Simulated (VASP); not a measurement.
# In2B3 (R-3m) in VASP: notebook

In2B3 is run at these levels: PBE; tasks: single point.

Program: VASP 6.6.1. These are calculated values, not measurements. Logs are shortened: lines on timing, memory, paths and dates and some standing lists are left out, and cuts for length are marked.

**1. The cell of the first run**

The structure is trigonal, space group R-3m (No. 166). Conventional cell: a = 3.237 Å, b = 3.237 Å, c = 21.675 Å, α = 90.00°, β = 90.00°, γ = 120.00°. Within 3.3 Å of In (site symmetry 3m) lie 9 B at 2.48 to 2.76 Å and 6 In at 3.24 Å. Within 3.3 Å of B (site symmetry -3m) lie 6 In at 2.48 Å and 6 B at 3.24 Å. B (site symmetry 3m) has 3 B at 1.87 Å within 2.5 Å.

**2. Single point, PBE**

Input file INCAR:

```
SYSTEM = In2B3
  PREC = Accurate
  ENCUT = 520
  EDIFF = 1E-7
  ISMEAR = 0
  SIGMA = 0.1
  LREAL = .False.
  LASPH = .True.
  NELM = 60
  ALGO = Fast
  ISIF = 2
  LWAVE = .False.
  LCHARG = .False.
  GGA = PE
  NBANDS = 26
```

Input file KPOINTS:

```
Automatic mesh
0
Gamma
  6 6 6
  0 0 0
```

Input file POSCAR:

```
In2B3
1.0
    1.6183862070      0.9343757123      7.2250145054
   -1.6183862070      0.9343757123      7.2250145054
    0.0000000000     -1.8687514245      7.2250145054
In B
2 3
Direct
    0.4082476137      0.4082476137      0.4082476137
    0.5917523863      0.5917523863      0.5917523863
    0.0000000000      0.0000000000      0.0000000000
    0.1684800110      0.1684800110      0.1684800110
    0.8315199890      0.8315199890      0.8315199890
```

Potentials or basis: VASP PAW PBE potentials, release 64 (In_d, B).

Run with:

```bash
$ cat potpaw_PBE.64/In_d/POTCAR potpaw_PBE.64/B/POTCAR > POTCAR
$ mpirun -np 1 vasp_std > vasp.out
```

OUTCAR:

```text
SYSTEM = In2B3
   PREC = Accurate
   ENCUT = 520
   EDIFF = 1E-7
   ISMEAR = 0
   LREAL = .False.
   LASPH = .True.
   NELM = 60
   ISIF = 2
   GGA = PE

 ion  position               nearest neighbor table
   1  0.408  0.408  0.408-   3 2.48   3 2.48   3 2.48   5 2.70   5 2.70   5 2.70   4 2.76   4 2.76
                             4 2.76   2 3.75   2 3.75   2 3.75   2 3.98
   2  0.592  0.592  0.592-   3 2.48   3 2.48   3 2.48   4 2.70   4 2.70   4 2.70   5 2.76   5 2.76
                             5 2.76   1 3.75   1 3.75   1 3.75   1 3.98
   3  0.000  0.000  0.000-   2 2.48   2 2.48   1 2.48   1 2.48   2 2.48   1 2.48
   4  0.168  0.168  0.168-   5 1.87   5 1.87   5 1.87   2 2.70   2 2.70   2 2.70   1 2.76   1 2.76
                             1 2.76
   5  0.832  0.832  0.832-   4 1.87   4 1.87   4 1.87   1 2.70   1 2.70   1 2.70   2 2.76   2 2.76
                             2 2.76

  LATTYP: Found a trigonal (rhomboedric) cell.
 ALAT       =     7.4627787378
 COS(alpha) =     0.9059425498

  Lattice vectors:

 A1 = (   1.6183862070,   0.9343757123,   7.2250145054)
 A2 = (  -1.6183862070,   0.9343757123,   7.2250145054)
 A3 = (   0.0000000000,  -1.8687514245,   7.2250145054)

Analysis of symmetry for initial positions (statically):
=====================================================================
 Subroutine PRICEL returns:
 Original cell was already a primitive cell.

 Routine SETGRP: Setting up the symmetry group for a
 trigonal (rhombohedral) supercell.

 Subroutine GETGRP returns: Found 12 space group operations
 (whereof 12 operations were pure point group operations)
 out of a pool of 12 trial point group operations.

The static configuration has the point symmetry D_3d.

Analysis of symmetry for dynamics (positions and initial velocities):
=====================================================================
 Subroutine PRICEL returns:
 Original cell was already a primitive cell.

 Routine SETGRP: Setting up the symmetry group for a
 trigonal (rhombohedral) supercell.

 Subroutine GETGRP returns: Found 12 space group operations
 (whereof 12 operations were pure point group operations)
 out of a pool of 12 trial point group operations.

The dynamic configuration has the point symmetry D_3d.

 Subroutine INISYM returns: Found 12 space group operations
 (whereof 12 operations are pure point group operations),
 and found     1 'primitive' translations

----------------------------------------------------------------------------------------

                                     Primitive cell

  volume of cell :      65.5532

  direct lattice vectors                    reciprocal lattice vectors
     1.618386207  0.934375712  7.225014505     0.308949741  0.178372216  0.046136009
    -1.618386207  0.934375712  7.225014505    -0.308949741  0.178372216  0.046136009
     0.000000000 -1.868751425  7.225014505     0.000000000 -0.356744433  0.046136009

  length of vectors
     7.462778738  7.462778738  7.462778738     0.359715334  0.359715334  0.359715334

  position of ions in fractional coordinates (direct lattice)
     0.408247614  0.408247614  0.408247614
     0.591752386  0.591752386  0.591752386
     0.000000000  0.000000000  0.000000000
     0.168480011  0.168480011  0.168480011
     0.831519989  0.831519989  0.831519989

  ion indices of the primitive-cell ions
   primitive index   ion index
                 1           1
                 2           2
                 3           3
                 4           4
                 5           5

----------------------------------------------------------------------------------------

 KPOINTS: Automatic mesh

Automatic generation of k-mesh.
 Grid dimensions read from file:
 generate k-points for:    6    6    6

 Generating k-lattice:

  Cartesian coordinates                     Fractional coordinates (reciprocal lattice)
     0.051491624  0.029728703  0.007689335     0.166666667 -0.000000000  0.000000000
    -0.051491624  0.029728703  0.007689335    -0.000000000  0.166666667  0.000000000
     0.000000000 -0.059457405  0.007689335     0.000000000  0.000000000  0.166666667

  Length of vectors
     0.059952556  0.059952556  0.059952556

  Shift w.r.t. Gamma in fractional coordinates (k-lattice)
     0.000000000  0.000000000  0.000000000

 Subroutine IBZKPT returns following result:
 ===========================================

 Found     32 irreducible k-points:

 Following reciprocal coordinates:
            Coordinates               Weight
  0.000000  0.000000  0.000000      1.000000
  0.166667  0.000000 -0.000000      6.000000
  0.333333  0.000000 -0.000000      6.000000
  0.500000  0.000000  0.000000      3.000000
  0.166667  0.166667 -0.000000      6.000000
  0.333333  0.166667  0.000000     12.000000
[... 16 lines left out ...]
  0.500000  0.500000  0.166667      6.000000
 -0.333333  0.500000  0.166667     12.000000
 [... further k-points ...]
   k-points           NKPTS =     32   k-points in BZ     NKDIM =     32   number of bands    NBANDS=     26
   number of dos      NEDOS =    301   number of ions     NIONS =      5
   total plane-waves  NPLWV = 175616
   dimension x,y,z NGX =    56 NGY =   56 NGZ =   56
   dimension x,y,z NGXF=   112 NGYF=  112 NGZF=  112
   ions per type =               2   3
   NGX,Y,Z   is equivalent  to a cutoff of  12.47, 12.47, 12.47 a.u.
   NGXF,Y,Z  is equivalent  to a cutoff of  24.95, 24.95, 24.95 a.u.
 SYSTEM =  In2B3
   PREC   = accura    normal or accurate (medium, high low for compatibility)
   ISTART =      0    job   : 0-new  1-cont  2-samecut
   ICHARG =      2    charge: 1-file 2-atom 10-const
   ISPIN  =      1    spin polarized calculation?
   LNONCOLLINEAR =      F non collinear calculations
   LSORBIT =      F    spin-orbit coupling
   LASPH  =      T    aspherical Exc in radial PAW
   ENCUT  =  520.0 eV  38.22 Ry    6.18 a.u.  13.88 13.88 13.88*2*pi/ulx,y,z
   NELM   =     60;   NELMIN=  2; NELMDL= -5     # of ELM steps
   EDIFF  = 0.1E-06   stopping-criterion for ELM
   LREAL  =      F    real-space projection
   EDIFFG = 0.1E-05   stopping-criterion for IOM
   NSW    =      0    number of steps for IOM
   IBRION =     -1    ionic relax: 0-MD 1-quasi-New 2-CG
   NFREE  =      0    steps in history (QN), initial steepest desc. (CG)
   ISIF   =      2    stress and relaxation
   ISYM   =      2    0-nonsym 1-usesym 2-fastsym
   POTIM  = 0.5000    time-step for ionic-motion
   TEBEG  =    0.0;   TEEND  =   0.0 temperature during run
   PSTRESS=    0.0 pullay stress
   NELECT =      35.0000    total number of electrons
   NUPDOWN=      -1.0000    fix difference up-down
   EMIN   =  10.00;   EMAX   =-10.00  energy-range for DOS
   EFERMI =   0.00;   METHOD = LEGACY
   ISMEAR =     0;   SIGMA  =   0.10  broadening in eV -4-tet -1-fermi 0-gaus
   EFERMI_NEDOS =   21; number of points for ismear=-14 and -15
   IALGO  =     68    algorithm
   IMIX   =      4    mixing-type and parameters
     AMIX     =   0.40;   BMIX     =  1.00
     AMIX_MAG =   1.60;   BMIX_MAG =  1.00
  volume/ion in A,a.u.               =      13.11        88.47
  Fermi-wavevector in a.u.,A,eV,Ry     =   1.328107  2.509758 23.998871  1.763867
  Thomas-Fermi vector in A             =   2.457369
   LORBIT       =      0    0 simple, 1 ext, 2 COOP (PROOUT), +10 PAW based schemes
   GGA     = PE    functional components
   LHFCALC =     F    Hartree Fock is set to
   AEXX    =    0.0000 exact exchange contribution
   IVDW    =     0    specifies the selected vdW correction
   LEPSILON=     F    determine dielectric tensor
   LRPA    =     F    only Hartree local field effects (RPA)
 non-spin polarized calculation
 RMM-DIIS sequential band-by-band and
 Gauss-broadening in eV      SIGMA  =   0.10
  energy-cutoff  :      520.00
  volume of cell :       65.55
 maximum number of plane-waves:      1788
   NGX = 27   NGY = 27   NGZ = 27

 number of electron      34.9999997 magnetization

 Free energy of the ion-electron system (eV)
  ---------------------------------------------------
  ext. energy  EPLUGINS =         0.00000000
  ---------------------------------------------------
  free energy    TOTEN  =       -21.21955722 eV

  energy without entropy =      -21.21465206  energy(sigma->0) =      -21.21710464

 E-fermi :   8.6175     XC(G=0): -11.4760

 val. band max:        8.5997802299   @ k =   0.5000   0.1667   0.1667
 cond. band min:       8.7290539941   @ k =  -0.1667   0.1667   0.0000
 fundamental gap:      0.1292737642
 Fermi energy:         8.6175088942

 k-point     1 :       0.0000    0.0000    0.0000
  band No.  band energies     occupation
      1      -6.2765      2.00000
      2      -6.2231      2.00000
      3      -6.2231      2.00000
      4      -6.2147      2.00000
      5      -6.2074      2.00000
      6      -6.2074      2.00000
[... 18 lines left out ...]
     25      17.5507      0.00000
     26      17.6162      0.00000

 k-point     2 :       0.1667    0.0000   -0.0000
  band No.  band energies     occupation
      1      -6.2833      2.00000
      2      -6.2651      2.00000
      3      -6.1945      2.00000
      4      -6.1418      2.00000
      5      -6.1311      2.00000
      6      -6.1124      2.00000
[... 18 lines left out ...]
     25      16.8200      0.00000
     26      17.6103      0.00000

 k-point     3 :       0.3333    0.0000   -0.0000
  band No.  band energies     occupation
      1      -6.4188      2.00000
      2      -6.3667      2.00000
      3      -6.2952      2.00000
      4      -6.1787      2.00000
      5      -6.0540      2.00000
      6      -6.0424      2.00000
[... 572 lines left out ...]
 k-point    23 :       0.5000    0.5000    0.1667
  band No.  band energies     occupation
      1      -6.4101      2.00000
      2      -6.3648      2.00000
      3      -6.2720      2.00000
      4      -6.2278      2.00000
      5      -6.0618      2.00000
      6      -5.9981      2.00000
[... 18 lines left out ...]
     25      15.1421      0.00000
     26      16.6498      0.00000

 k-point    24 :      -0.3333    0.5000    0.1667
  band No.  band energies     occupation
      1      -6.3791      2.00000
      2      -6.3257      2.00000
      3      -6.2699      2.00000
      4      -6.2394      2.00000
      5      -6.1331      2.00000
      6      -6.0353      2.00000
[... 18 lines left out ...]
     25      16.3156      0.00000
     26      17.2230      0.00000

 [... further k-points ...]

------------------------ aborting loop because EDIFF is reached ----------------------------------------

  FORCE on cell =-STRESS in cart. coord.  units (eV):
  Direction    XX          YY          ZZ          XY          YZ          ZX
  --------------------------------------------------------------------------------------
  -------------------------------------------------------------------------------------
  Total       -0.0897038     -0.0897038     -0.0522333      0.0000000     -0.0000000      0.0000000
  in kB       -2.1924413     -2.1924413     -1.2766275      0.0000000     -0.0000000      0.0000000
  external PRESSURE =      -1.8871700 kB  Pullay stress =       0.0000000 kB

 VOLUME and BASIS-vectors are now :
 -----------------------------------------------------------------------------
  energy-cutoff  :      520.00
  volume of cell :       65.55
      direct lattice vectors                 reciprocal lattice vectors
     1.618386207  0.934375712  7.225014505     0.308949741  0.178372216  0.046136009
    -1.618386207  0.934375712  7.225014505    -0.308949741  0.178372216  0.046136009
     0.000000000 -1.868751425  7.225014505     0.000000000 -0.356744433  0.046136009

 POSITION                                       TOTAL-FORCE (eV/Angst)
 -----------------------------------------------------------------------------------
      0.00000      0.00000      8.84878         0.000000      0.000000      0.032495
      0.00000      0.00000     12.82626         0.000000     -0.000000     -0.032495
      0.00000      0.00000      0.00000         0.000000     -0.000000      0.000000
      0.00000      0.00000      3.65181         0.000000      0.000000      0.005925
      0.00000      0.00000     18.02323         0.000000     -0.000000     -0.005925
 -----------------------------------------------------------------------------------
    total drift:                                0.000000      0.000000     -0.000000

  FREE ENERGIE OF THE ION-ELECTRON SYSTEM (eV)
  ---------------------------------------------------
  free  energy   TOTEN  =       -21.2195572166 eV

  energy  without entropy=      -21.2146520587  energy(sigma->0) =      -21.21710464
```

Run time: 8.3 min. Hardware: 1 thread of Oxide Virtual Turin-like, shared host; peak memory 0.39 GiB.

What came out:

| Item | Value |
| --- | --- |
| Free energy | -21.2196 eV |
| Pressure | -0.2 GPa |
| Largest force | 0.032 eV/Å |
| Band gap on the k mesh | zero (an odd number of electrons rules out a gap without spin polarisation) |

Forces on the atoms (eV/Å):
```
In   0.000  0.000  0.032
In   0.000  0.000 -0.032
B    0.000  0.000  0.000
B    0.000  0.000  0.006
B    0.000  0.000 -0.006
```

Levels at points of the mesh, in eV from the Fermi level:
```
           k point  band 13  band 14  band 15  band 16  band 17  band 18  band 19  band 20  band 21  band 22
(0.00, 0.00, 0.00)    -9.16    -2.87    -0.08    -0.08     0.17     2.57     2.57     5.41     5.41     5.97
(0.50, 0.00, 0.00)    -6.13    -5.60    -4.31    -2.99    -2.38     0.57     0.60     1.91     2.76     3.88
(0.50, 0.50, 0.00)    -6.92    -5.84    -2.69    -2.62    -2.46    -0.74     0.39     0.92     3.57     5.60
(0.50, 0.50, 0.50)    -6.31    -6.11    -0.08    -0.08     2.62     2.62     3.52     4.56     5.15     5.15
```

Caveat: the k points lie up to 0.38 Å⁻¹ apart, too coarse for converged energies and pressures of a metal; spin-orbit coupling is left out, which moves the levels of the heavy elements; an odd number of electrons without spin polarisation forces a metal; a magnetic or distorted state may lie lower.

**3. Single point, PBE**

Input file INCAR:

```
  ALGO = Fast
  EDIFF = 1E-6
  ENCUT = 520
  GGA = PE
  ISIF = 2
  ISMEAR = 0
  LASPH = True
  LCHARG = False
  LREAL = False
  LWAVE = False
  NBANDS = 26
  NELM = 80
  PREC = Accurate
  SIGMA = 0.1
```

Input file KPOINTS:

```
k-points
0
Gamma
  12 12 12
```

Input file POSCAR:

```
In2B3
1.0
    1.6224199674      0.9367046049      7.1861508555
   -1.6224199674      0.9367046049      7.1861508555
    0.0000000000     -1.8734092098      7.1861508555
In B
2 3
Direct
    0.4081613733      0.4081613733      0.4081613733
    0.5918386267      0.5918386267      0.5918386267
    0.0000000000      0.0000000000      0.0000000000
    0.1682922088      0.1682922088      0.1682922088
    0.8317077912      0.8317077912      0.8317077912
```

Potentials or basis: VASP PAW PBE potentials, release 64 (In_d, B).

Run with:

```bash
$ cat potpaw_PBE.64/In_d/POTCAR potpaw_PBE.64/B/POTCAR > POTCAR
$ mpirun -np 1 vasp_std > vasp.out
```

Wall time 48 min (1 thread of Oxide Virtual Turin-like, shared host); peak memory 0.55 GiB.

Results (log left out):

- Free energy: -21.1662 eV
- Pressure: 0.0 GPa
- Band gap on the k mesh: zero (an odd number of electrons rules out a gap without spin polarisation)

Forces on the atoms (eV/Å):
```
In   0.000  0.000  0.001
In   0.000  0.000 -0.001
B    0.000  0.000  0.000
B    0.000  0.000 -0.002
B    0.000  0.000  0.002
```

Levels at points of the mesh, in eV from the Fermi level:
```csv
k point,band 14,band 15,band 16,band 17,band 18,band 19,band 20,band 21
"(0.00, 0.00, 0.00)",-2.71,-0.05,-0.05,0.38,2.65,2.65,5.41,5.41
"(0.50, 0.00, 0.00)",-5.51,-4.22,-2.90,-2.34,0.67,0.69,2.05,2.79
"(0.50, 0.50, 0.00)",-5.76,-2.58,-2.52,-2.43,-0.62,0.49,1.00,3.58
"(0.50, 0.50, 0.50)",-5.95,-0.05,-0.05,2.70,2.70,3.73,4.78,5.14
```

Caveat: spin-orbit coupling is left out, which moves the levels of the heavy elements; an odd number of electrons without spin polarisation forces a metal; a magnetic or distorted state may lie lower.

The gap in the log of VASP goes by the Fermi energy; the results here count the filled bands.